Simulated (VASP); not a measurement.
Here is a VASP 6.6.1 calculation.

File INCAR:

```
PREC = Accurate
ENCUT = 520
EDIFF = 1E-6
ISMEAR = -1
SIGMA = 0.02
LREAL = Auto
LASPH = True
NELM = 80
ALGO = Normal
ISIF = 2
LWAVE = False
LCHARG = True
GGA = PE
LELF = True
LVHAR = True
NBANDS = 52
```

File KPOINTS:

```
regular mesh
0
Gamma
  2 2 2
```

The input POSCAR:

```
TiSi16
1.0
    0.0000000000      5.4300000000      5.4300000000
    5.4300000000      0.0000000000      5.4300000000
    5.4300000000      5.4300000000      0.0000000000
Si Ti
16 1
Direct
    0.0078045120      0.0005726519      0.0004700737
    0.1447916206      0.1211383978      0.1210345304
    0.0003707182     -0.0231799263      0.5102110497
    0.1172584715      0.1158520258      0.6271687845
    0.0003476059      0.5103098527     -0.0232258748
    0.1172520258      0.6272673112      0.1157781768
   -0.0240891344      0.4859034991      0.4858283610
    0.1005052486      0.6104011971      0.6103649171
    0.5069410681      0.0169425414      0.0168281768
    0.6288775322      0.1389220994      0.1388195212
    0.4905560773      0.0006164825      0.5177547882
    0.6111622468      0.1212186004      0.6546725599
    0.4905566298      0.5178726519      0.0005181400
    0.6111833333      0.6547807551      0.1211483425
    0.4669063536      0.5103586556      0.5102459484
    0.6058658379      0.6273058011      0.6272045120
    0.7616479742      0.2716072744      0.2715282689
```

Potentials or basis: VASP PAW PBE potentials, release 64 (Si, Ti_sv).

Launch:

```sh
$ cat potpaw_PBE.64/Si/POTCAR potpaw_PBE.64/Ti_sv/POTCAR > POTCAR
$ mpirun -np 1 vasp_std > vasp.out
```

Estimate the band gap on the k mesh.

zero (band 38 reaches 6.92 eV, above the bottom of band 39 at 6.58 eV).

What does it give for the largest force?

1.841 eV/Å.

Stress tensor (GPa, compression positive):
```
 3.81 -0.39 -0.40
-0.39  3.81 -0.40
-0.40 -0.40  3.81
```

Caveat: the k points lie up to 0.50 Å⁻¹ apart.
